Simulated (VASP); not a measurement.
# MgO (scan) (Fm-3m) in VASP: further runs, part 2 of 2

VASP 6.6.1.

### Step 3. Single point, r2SCAN

This run uses another cell than the first one, of 9.29 Å³/atom, 0.991 times its volume.

File POSCAR:

```
MgO
1.0
    0.0000000000      2.1021684214      2.1021684214
    2.1021684214      0.0000000000      2.1021684214
    2.1021684214      2.1021684214      0.0000000000
Mg O
1 1
Direct
    0.0000000000      0.0000000000      0.0000000000
    0.5000000000      0.5000000000      0.5000000000
```

File INCAR.step1:

```
PREC     = Accurate       # precision mode
ENCUT    = 520            # plane-wave cutoff, eV
ISMEAR   = 0              # smearing method
SIGMA    = 0.02           # smearing width, eV
LREAL    = F              # projectors in reciprocal space
LASPH    = T              # aspherical terms in the spheres
NELM     = 60             # most SCF steps
NBANDS   = 11             # bands
GGA      = PE             # functional
ALGO     = Normal         # electronic algorithm
EDIFF    = 1E-4           # SCF threshold, eV
LWAVE    = T              # write WAVECAR
LCHARG   = F              # write CHGCAR
```

File INCAR.step2:

```
PREC     = Accurate       # precision mode
ENCUT    = 520            # plane-wave cutoff, eV
EDIFF    = 1E-6           # SCF threshold, eV
ISMEAR   = 0              # smearing method
SIGMA    = 0.02           # smearing width, eV
LREAL    = F              # projectors in reciprocal space
LASPH    = T              # aspherical terms in the spheres
NELM     = 60             # most SCF steps
ALGO     = Normal         # electronic algorithm
ISIF     = 2              # what is computed and relaxed
LWAVE    = F              # write WAVECAR
LCHARG   = F              # write CHGCAR
METAGGA  = R2SCAN         # meta-GGA
LMIXTAU  = T            
NBANDS   = 11             # bands
ISTART   = 1
```

File KPOINTS:

```
Automatic mesh
0
Gamma
  10 10 10
```

Potentials or basis: VASP PAW PBE potentials, release 64 (Mg, O).

Started as:

```
> cat potpaw_PBE.64/Mg/POTCAR potpaw_PBE.64/O/POTCAR > POTCAR
> cp INCAR.step1 INCAR
> mpirun -np 1 vasp_std > vasp.out
> cp INCAR.step2 INCAR
> mpirun -np 1 vasp_std > vasp.out
```

OUTCAR:

```text
PREC = Accurate
   ENCUT = 520
   EDIFF = 1E-6
   ISMEAR = 0
   LREAL = F
   LASPH = T
   NELM = 60
   ISIF = 2
   METAGGA = R2SCAN
   ISTART = 1

 ion  position               nearest neighbor table
   1  0.000  0.000  0.000-   2 2.10   2 2.10   2 2.10   2 2.10   2 2.10   2 2.10
   2  0.500  0.500  0.500-   1 2.10   1 2.10   1 2.10   1 2.10   1 2.10   1 2.10

  LATTYP: Found a face centered cubic cell.
 ALAT       =     4.2043368428

  Lattice vectors:

 A1 = (   0.0000000000,   2.1021684214,   2.1021684214)
 A2 = (   2.1021684214,   0.0000000000,   2.1021684214)
 A3 = (   2.1021684214,   2.1021684214,   0.0000000000)

Analysis of symmetry for initial positions (statically):
=====================================================================
 Subroutine PRICEL returns:
 Original cell was already a primitive cell.

 Routine SETGRP: Setting up the symmetry group for a
 face centered cubic supercell.

 Subroutine GETGRP returns: Found 48 space group operations
 (whereof 48 operations were pure point group operations)
 out of a pool of 48 trial point group operations.

[... 164 lines left out ...]

 val. band max:        2.8163767176   @ k =   0.0000   0.0000   0.0000
 cond. band min:       8.4763273142   @ k =   0.0000   0.0000   0.0000
 fundamental gap:      5.6599505966
 Fermi energy:         2.9679350069

 k-point     1 :       0.0000    0.0000    0.0000
  band No.  band energies     occupation
      1     -15.4125      2.00000
      2       2.8164      2.00000
      3       2.8164      2.00000
      4       2.8164      2.00000
      5       8.4763      0.00000
      6      19.6823      0.00000
      7      19.6823      0.00000
      8      19.6823      0.00000
      9      23.8435      0.00000
     10      25.6170      0.00000
     11      25.6170      0.00000
[... 309 lines left out ...]
 k-point    24 :       0.4000    0.3000    0.0000
  band No.  band energies     occupation
      1     -14.1943      2.00000
      2      -0.7795      2.00000
      3       1.4898      2.00000
      4       1.7049      2.00000
      5      13.4484      0.00000
      6      13.9803      0.00000
      7      17.6492      0.00000
      8      22.3626      0.00000
      9      22.5860      0.00000
     10      29.1718      0.00000
     11      31.4075      0.00000

 [... further k-points ...]
[... 5 lines left out ...]
  --------------------------------------------------------------------------------------
  -------------------------------------------------------------------------------------
  Total       -0.1318793     -0.1318793     -0.1318793      0.0000000      0.0000000      0.0000000
  in kB      -11.3724633    -11.3724633    -11.3724633      0.0000000      0.0000000      0.0000000
  external PRESSURE =     -11.3724633 kB  Pullay stress =       0.0000000 kB

 VOLUME and BASIS-vectors are now :
 -----------------------------------------------------------------------------
  energy-cutoff  :      520.00
  volume of cell :       18.58
      direct lattice vectors                 reciprocal lattice vectors
     0.000000000  2.102168421  2.102168421    -0.237849639  0.237849639  0.237849639
     2.102168421  0.000000000  2.102168421     0.237849639 -0.237849639  0.237849639
     2.102168421  2.102168421  0.000000000     0.237849639  0.237849639 -0.237849639

 POSITION                                       TOTAL-FORCE (eV/Angst)
 -----------------------------------------------------------------------------------
      0.00000      0.00000      0.00000        -0.000000     -0.000000     -0.000000
      2.10217      2.10217      2.10217         0.000000      0.000000      0.000000
 -----------------------------------------------------------------------------------
    total drift:                               -0.000000     -0.000000      0.000000

  FREE ENERGIE OF THE ION-ELECTRON SYSTEM (eV)
  ---------------------------------------------------
  free  energy   TOTEN  =       -16.1611121295 eV

  energy  without entropy=      -16.1611121295  energy(sigma->0) =      -16.16111213
```

OUTCAR.step1:

```text
PREC = Accurate
   ENCUT = 520
   ISMEAR = 0
   LREAL = F
   LASPH = T
[... 557 lines left out ...]
 -----------------------------------------------------------------------------------
      0.00000      0.00000      0.00000         0.000000      0.000000      0.000000
      2.10217      2.10217      2.10217        -0.000000     -0.000000      0.000000
 -----------------------------------------------------------------------------------
    total drift:                               -0.000000     -0.000000      0.000000

  FREE ENERGIE OF THE ION-ELECTRON SYSTEM (eV)
  ---------------------------------------------------
  free  energy   TOTEN  =       -11.9025868945 eV

  energy  without entropy=      -11.9025868945  energy(sigma->0) =      -11.90258689
```

OSZICAR.step1:

```text
N       E                     dE             d eps       ncg     rms          rms(c)
DAV:   1     0.127035101003E+02    0.12704E+02   -0.46670E+03  1186   0.646E+02
DAV:   2    -0.129623810301E+02   -0.25666E+02   -0.25194E+02  1184   0.136E+02
DAV:   3    -0.134627645290E+02   -0.50038E+00   -0.50006E+00  1238   0.159E+01
DAV:   4    -0.134640045087E+02   -0.12400E-02   -0.12400E-02  1145   0.909E-01
DAV:   5    -0.134640087294E+02   -0.42207E-05   -0.42206E-05  1179   0.503E-02    0.722E+00
DAV:   6    -0.119194147743E+02    0.15446E+01   -0.87270E+00  1079   0.163E+01    0.221E+00
DAV:   7    -0.119080890310E+02    0.11326E-01   -0.53165E-02  1124   0.208E+00    0.134E+00
DAV:   8    -0.119029555507E+02    0.51335E-02   -0.27197E-02  1082   0.186E+00    0.234E-01
DAV:   9    -0.119025924339E+02    0.36312E-03   -0.56292E-04  1154   0.165E-01    0.131E-01
DAV:  10    -0.119025868945E+02    0.55395E-05   -0.48854E-04  1097   0.163E-01
   1 F= -.11902587E+02 E0= -.11902587E+02  d E =-.255065E-23
```

Run time: 38 s. Hardware: 1 thread of AMD EPYC 9R14 (Zen 4), shared host; peak memory 0.12 GiB.

Results:

```
Free energy            : -16.1611 eV
Pressure               : -1.1 GPa
Band gap on the k mesh : 5.66 eV, direct
```

Levels at points of the mesh, in eV from the valence-band top:
```tsv
k point	band 1	band 2	band 3	band 4	band 5	band 6	band 7	band 8	band 9
(0.00, 0.00, 0.00)	-18.23	0.00	0.00	0.00	5.66	16.87	16.87	16.87	21.03
(0.50, 0.00, 0.00)	-16.97	-4.64	-0.68	-0.68	8.84	13.87	17.48	17.48	22.46
(0.50, 0.50, 0.00)	-16.72	-4.12	-1.38	-1.38	10.04	11.12	14.35	20.46	20.46
```

Caveat: the PAW data sets were made with another functional, which shifts forces and pressure a little.

### Step 4. Against experiment

Step 2. Against the measured gap of MgO, 7.83 eV (quoted in “Electronic structure of alkaline earth and post-transition metal oxides”, 2009, arxiv:0908.1581), the calculated 5.57 eV is off by -2.26 eV. The value is that of r2SCAN, without temperature or zero-point motion.

Step 3. A measured gap of MgO is 7.83 eV (quoted in “Electronic structure of alkaline earth and post-transition metal oxides”, 2009, arxiv:0908.1581); the calculated 5.66 eV misses it by -2.17 eV. The value is that of r2SCAN, without temperature or zero-point motion.
